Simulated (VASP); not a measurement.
# SnO (P6_3/mmc) in VASP: single point with r2SCAN

Aim: the single point of SnO with r2SCAN.

All numbers are computed with VASP 6.6.1; they aren't measurements. Logs are shortened: lines on timing, memory, paths and dates and some standing lists are left out, and cuts for length are marked.

## (1) The cell of the first run

Symmetry: P6_3/mmc, No. 194, hexagonal system. Conventional cell: a = 4.057 Å, b = 4.057 Å, c = 4.925 Å, α = 90.00°, β = 90.00°, γ = 120.00°. O (site symmetry -3m) has 2 O at 2.46 Å and 6 Sn at 2.65 Å within 3.3 Å. Sn (site symmetry -6m2) has 6 O at 2.65 Å and 6 Sn at 3.40 Å within 3.5 Å.

## (2) Single point, r2SCAN

File POSCAR:

```
SnO
1.0
    4.0574310000      0.0000000000      0.0000000000
   -2.0287150000      3.5138410000      0.0000000000
    0.0000000000      0.0000000000      4.9250820000
O Sn
2 2
Direct
    0.0000000000      0.0000000000      0.0000000000
    0.0000000000      0.0000000000      0.5000000000
    0.3333300000      0.6666700000      0.2500000000
    0.6666600000      0.3333300000      0.7500000000
```

File INCAR.step1:

```
SYSTEM = SnO
PREC     = Accurate       ! precision mode
ENCUT    = 520            ! plane-wave cutoff, eV
ISMEAR   = -1             ! smearing method
SIGMA    = 0.1            ! smearing width, eV
LREAL    = .FALSE.        ! projectors in reciprocal space
LASPH    = .TRUE.         ! aspherical terms in the spheres
NELM     = 80             ! most SCF steps
NBANDS   = 28             ! bands
GGA      = PE             ! functional
ALGO     = Normal         ! electronic algorithm
EDIFF    = 1E-4           ! SCF threshold, eV
LWAVE    = .TRUE.         ! write WAVECAR
LCHARG   = .FALSE.        ! write CHGCAR
```

File INCAR.step2:

```
SYSTEM = SnO
PREC     = Accurate       ! precision mode
ENCUT    = 520            ! plane-wave cutoff, eV
EDIFF    = 1E-6           ! SCF threshold, eV
ISMEAR   = -1             ! smearing method
SIGMA    = 0.1            ! smearing width, eV
LREAL    = .FALSE.        ! projectors in reciprocal space
LASPH    = .TRUE.         ! aspherical terms in the spheres
NELM     = 80             ! most SCF steps
ALGO     = Normal         ! electronic algorithm
ISIF     = 2              ! what is computed and relaxed
LWAVE    = .FALSE.        ! write WAVECAR
LCHARG   = .FALSE.        ! write CHGCAR
METAGGA  = R2SCAN         ! meta-GGA
LMIXTAU  = .TRUE.       
NBANDS   = 28             ! bands
ISTART   = 1
```

File KPOINTS:

```
Automatic mesh
0
G
  10 10 7
  0 0 0
```

Potentials or basis: VASP PAW PBE potentials, release 64 (O, Sn_d).

On the command line:

```console
> cat potpaw_PBE.64/O/POTCAR potpaw_PBE.64/Sn_d/POTCAR > POTCAR
> cp INCAR.step1 INCAR
> mpirun -np 1 vasp_std > vasp.out
> cp INCAR.step2 INCAR
> mpirun -np 1 vasp_std > vasp.out
```

OUTCAR:

```text
SYSTEM = SnO
   PREC = Accurate
   ENCUT = 520
   EDIFF = 1E-6
   ISMEAR = -1
   LREAL = .FALSE.
   LASPH = .TRUE.
   NELM = 80
   ISIF = 2
   METAGGA = R2SCAN
   ISTART = 1

 ion  position               nearest neighbor table
   1  0.000  0.000  0.000-   3 2.65   4 2.65   4 2.65   3 2.65   3 2.65   4 2.65
   2  0.000  0.000  0.500-   3 2.65   4 2.65   4 2.65   3 2.65   3 2.65   4 2.65
   3  0.333  0.667  0.250-   1 2.65   2 2.65   1 2.65   2 2.65   1 2.65   2 2.65   4 3.40   4 3.40
                             4 3.40   4 3.40   4 3.40   4 3.40
   4  0.667  0.333  0.750-   1 2.65   2 2.65   1 2.65   2 2.65   1 2.65   2 2.65   3 3.40   3 3.40
                             3 3.40   3 3.40   3 3.40   3 3.40

  LATTYP: Found a hexagonal cell.
 ALAT       =     4.0574310000
 C/A-ratio  =     1.2138424535

  Lattice vectors:

 A1 = (   4.0574310000,   0.0000000000,   0.0000000000)
 A2 = (  -2.0287150000,   3.5138410000,   0.0000000000)
 A3 = (   0.0000000000,   0.0000000000,   4.9250820000)

Analysis of symmetry for initial positions (statically):
=====================================================================
 Subroutine PRICEL returns:
 Original cell was already a primitive cell.

 Routine SETGRP: Setting up the symmetry group for a
 hexagonal supercell.

 Subroutine GETGRP returns: Found  4 space group operations
 (whereof  2 operations were pure point group operations)
 out of a pool of 24 trial point group operations.

The static configuration has the point symmetry C_2 .
 The point group associated with its full space group is C_2v.

Analysis of symmetry for dynamics (positions and initial velocities):
=====================================================================
 Subroutine PRICEL returns:
 Original cell was already a primitive cell.

 Routine SETGRP: Setting up the symmetry group for a
 hexagonal supercell.

 Subroutine GETGRP returns: Found  4 space group operations
 (whereof  2 operations were pure point group operations)
 out of a pool of 24 trial point group operations.

The dynamic configuration has the point symmetry C_2 .
 The point group associated with its full space group is C_2v.

 Subroutine INISYM returns: Found  4 space group operations
 (whereof  2 operations are pure point group operations),
[... 89 lines left out ...]
   NGXF,Y,Z  is equivalent  to a cutoff of  24.58, 24.58, 27.00 a.u.
 SYSTEM =  SnO
   PREC   = accura    normal or accurate (medium, high low for compatibility)
   ISTART =      1    job   : 0-new  1-cont  2-samecut
   ICHARG =      0    charge: 1-file 2-atom 10-const
   ISPIN  =      1    spin polarized calculation?
   LNONCOLLINEAR =      F non collinear calculations
   LSORBIT =      F    spin-orbit coupling
   LASPH  =      T    aspherical Exc in radial PAW
   ENCUT  =  520.0 eV  38.22 Ry    6.18 a.u.   7.54  7.54  9.16*2*pi/ulx,y,z
   NELM   =     80;   NELMIN=  2; NELMDL=  0     # of ELM steps
   EDIFF  = 0.1E-05   stopping-criterion for ELM
   LREAL  =      F    real-space projection
   EDIFFG = 0.1E-04   stopping-criterion for IOM
   NSW    =      0    number of steps for IOM
   IBRION =     -1    ionic relax: 0-MD 1-quasi-New 2-CG
   NFREE  =      0    steps in history (QN), initial steepest desc. (CG)
   ISIF   =      2    stress and relaxation
   ISYM   =      2    0-nonsym 1-usesym 2-fastsym
   POTIM  = 0.5000    time-step for ionic-motion
   TEBEG  =    0.0;   TEEND  =   0.0 temperature during run
   PSTRESS=    0.0 pullay stress
   NELECT =      40.0000    total number of electrons
   NUPDOWN=      -1.0000    fix difference up-down
   EMIN   =  10.00;   EMAX   =-10.00  energy-range for DOS
   EFERMI =   0.00;   METHOD = LEGACY
   ISMEAR =    -1;   SIGMA  =   0.10  broadening in eV -4-tet -1-fermi 0-gaus
   EFERMI_NEDOS =   21; number of points for ismear=-14 and -15
   IALGO  =     38    algorithm
   IMIX   =      4    mixing-type and parameters
     AMIX     =   0.40;   BMIX     =  1.00
     AMIX_MAG =   1.60;   BMIX_MAG =  1.00
  volume/ion in A,a.u.               =      17.55       118.46
  Fermi-wavevector in a.u.,A,eV,Ry     =   1.357102  2.564552 25.058213  1.841727
  Thomas-Fermi vector in A             =   2.484049
   LORBIT       =      0    0 simple, 1 ext, 2 COOP (PROOUT), +10 PAW based schemes
   METAGGA = R2SCAN    functional components
   LHFCALC =     F    Hartree Fock is set to
   AEXX    =    0.0000 exact exchange contribution
   IVDW    =     0    specifies the selected vdW correction
   LEPSILON=     F    determine dielectric tensor
   LRPA    =     F    only Hartree local field effects (RPA)
 non-spin polarized calculation
  energy-cutoff  :      520.00
  volume of cell :       70.22
 maximum number of plane-waves:      1914
   NGX = 15   NGY = 15   NGZ = 19

 number of electron      39.9999984 magnetization

 Free energy of the ion-electron system (eV)
  ---------------------------------------------------
  ext. energy  EPLUGINS =         0.00000000
  ---------------------------------------------------
  free energy    TOTEN  =       -62.14051345 eV

  energy without entropy =      -62.09222606  energy(sigma->0) =      -62.11636975

 E-fermi :   7.0236     XC(G=0): -11.1578

 val. band max:        6.9957873795   @ k =   0.4000   0.3000   0.0000
 cond. band min:       7.0426900070   @ k =   0.1000   0.1000   0.0000
 fundamental gap:      0.0469026275
 Fermi energy:         7.0235501462

 k-point     1 :       0.0000    0.0000    0.0000
  band No.  band energies     occupation
      1     -15.6916      2.00000
      2     -15.6915      2.00000
      3     -15.6878      2.00000
      4     -15.6301      2.00000
      5     -15.6291      2.00000
      6     -15.6290      2.00000
[... 733 lines left out ...]
     27      16.2647      0.00000
     28      17.2644      0.00000

 [... further k-points ...]
[... 5 lines left out ...]
  --------------------------------------------------------------------------------------
  -------------------------------------------------------------------------------------
  Total       -6.8682581     -6.8677018      7.4693223     -0.0000010      0.0000000      0.0000000
  in kB     -156.7149673   -156.7022733    170.4296175     -0.0000223      0.0000000      0.0000000
  external PRESSURE =     -47.6625410 kB  Pullay stress =       0.0000000 kB

 VOLUME and BASIS-vectors are now :
 -----------------------------------------------------------------------------
  energy-cutoff  :      520.00
  volume of cell :       70.22
      direct lattice vectors                 reciprocal lattice vectors
     4.057431000  0.000000000  0.000000000     0.246461369  0.142294394  0.000000000
    -2.028715000  3.513841000  0.000000000     0.000000000  0.284588859  0.000000000
     0.000000000  0.000000000  4.925082000     0.000000000  0.000000000  0.203042305

 POSITION                                       TOTAL-FORCE (eV/Angst)
 -----------------------------------------------------------------------------------
      0.00000      0.00000      0.00000         0.000069      0.000000      0.000000
      0.00000      0.00000      2.46254         0.000069      0.000000      0.000000
     -0.00002      2.34257      1.23127        -0.000069      0.000011      0.000000
      2.02870      1.17127      3.69381        -0.000069     -0.000011     -0.000000
 -----------------------------------------------------------------------------------
    total drift:                               -0.000001      0.000000      0.000000

  FREE ENERGIE OF THE ION-ELECTRON SYSTEM (eV)
  ---------------------------------------------------
  free  energy   TOTEN  =       -62.1405134454 eV

  energy  without entropy=      -62.0922260629  energy(sigma->0) =      -62.11636975
```

OUTCAR.step1:

```text
SYSTEM = SnO
   PREC = Accurate
   ENCUT = 520
   ISMEAR = -1
   LREAL = .FALSE.
   LASPH = .TRUE.
   NELM = 80
[... 975 lines left out ...]
      0.00000      0.00000      2.46254         0.000051      0.000000      0.000000
     -0.00002      2.34257      1.23127        -0.000051     -0.000009      0.000000
      2.02870      1.17127      3.69381        -0.000051      0.000009     -0.000000
 -----------------------------------------------------------------------------------
    total drift:                               -0.000003     -0.000000      0.000000

  FREE ENERGIE OF THE ION-ELECTRON SYSTEM (eV)
  ---------------------------------------------------
  free  energy   TOTEN  =       -18.7697245699 eV

  energy  without entropy=      -18.7098743500  energy(sigma->0) =      -18.73979946
```

Run time: 30 min. Hardware: 1 thread of Intel Xeon 8259CL, shared host; peak memory 0.33 GiB.

Results:

```yaml
Free_energy: -62.1405 eV
Pressure: -4.8 GPa
Band_gap_on_the_k_mesh: zero (bands 20 and 21 overlap by 0.12 eV)
```

Stress tensor (GPa, compression positive):
```
-15.67   0.00   0.00
  0.00 -15.67   0.00
  0.00   0.00  17.04
```

Caveat: the cell stands under tension; semilocal functionals underestimate gaps, so a narrow gap can read as zero; the PAW data sets were made with another functional, which shifts forces and pressure a little; spin-orbit coupling is left out, which moves the levels of the heavy elements.
